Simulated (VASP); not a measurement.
Runs of VASP 6.6.1 on Sb. The structure is that of space group R-3m (No. 166), or close to it. The cells are those of the table. 

| task | cell | k mesh | cutoff (eV) | gap on the mesh (eV) | pressure (GPa) | largest force (eV/Å) |
| --- | --- | --- | --- | --- | --- | --- |
| single point | a = 4.599 Å, angles 56.8°, 2 atoms | 5 × 5 × 5 | 520 | - | (a) | 0.09 |
| single point | a = 4.776 Å, angles 56.8°, 2 atoms | 14 × 14 × 14 | 520 | none | -4.4 | 0.45 |
| relaxation of cell and atoms | relaxed from a = 4.507 Å, angles 57.1°, 2 atoms | 9 × 9 × 9 | 600 | - | 0.0 | - |
| single point | a = 4.719 Å, angles 56.8°, 2 atoms | 14 × 14 × 14 | 520 | none | -3.2 | 0.31 |
| single point | a = 4.599 Å, angles 56.8°, 2 atoms | 7 × 7 × 7 | 520 | - | 0.0 | 0.02 |

Alike in all rows: level PBE; potentials or basis VASP PAW PBE potentials, release 64 (Sb); no spin polarisation; smearing fermi-dirac 0.1 eV.

**Question.** Fill in the values left out.

**Answer.** (a) -0.1.

Caveats: spin-orbit coupling is left out, which moves the levels of the heavy elements; the cell stands under tension (at least some runs).

A k mesh can miss the band edges, and the runs leave out spin-orbit coupling on Sb.

A gap of «none» marks levels without a gap at the run's occupations.
